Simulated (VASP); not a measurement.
Crystal: AlNi.

```xyz
2
Lattice="2.8810 0.0000 0.0000 0.0000 2.8810 0.0000 0.0000 0.0000 2.8810" Properties=species:S:1:pos:R:3 pbc="T T T"
Ni    1.4405    1.4405    1.4405
Al    0.0000    0.0000    0.0000
```

```yaml
Program: VASP 6.6.1
Task: relaxation of cell and atoms
Functional: PBE
Dispersion: D3(BJ)
Potentials_or_basis: VASP PAW PBE potentials, release 64 (Ni, Al)
Cutoff: 600 eV
k_mesh: 9 × 9 × 9
Occupations: fermi-dirac, width 0.05 eV
Spin: collinear spin, ferromagnetic start
Starting_moments: "[1.0, 0.0] μB"
```

At the start: pressure -4.2 GPa; volume 11.96 Å³/atom.

Q: Where does the relaxation end?

A: Over 3 steps the energy falls by 4.2 meV/atom and the volume is 11.65 Å³/atom (-2.6 %); space group Pm-3m (No. 221, to 0.05 Å); moment 0.00 μB per cell.

The path:
| step | energy change (eV) | largest force (eV/Å) | pressure (GPa) | volume (Å³) |
| --- | --- | --- | --- | --- |
| 1 | 0.0000 | 0.0000 | -4.21 | 23.91 |
| 2 | -0.0032 | 0.0000 | 3.62 | 22.84 |
| 3 | -0.0083 | 0.0000 | -0.01 | 23.30 |

Final structure:
```cif
data_structure
_symmetry_space_group_name_H-M 'P 1'
_symmetry_Int_Tables_number 1
_cell_length_a 2.8562
_cell_length_b 2.8562
_cell_length_c 2.8562
_cell_angle_alpha 90.000
_cell_angle_beta 90.000
_cell_angle_gamma 90.000
_cell_volume 23.30
loop_
_atom_site_label
_atom_site_type_symbol
_atom_site_fract_x
_atom_site_fract_y
_atom_site_fract_z
_atom_site_occupancy
Ni1 Ni 0.50000 0.50000 0.50000 1
Al1 Al 0.00000 0.00000 0.00000 1
```

Caveat: pairwise dispersion overbinds metals, which lowers pressure and volume.
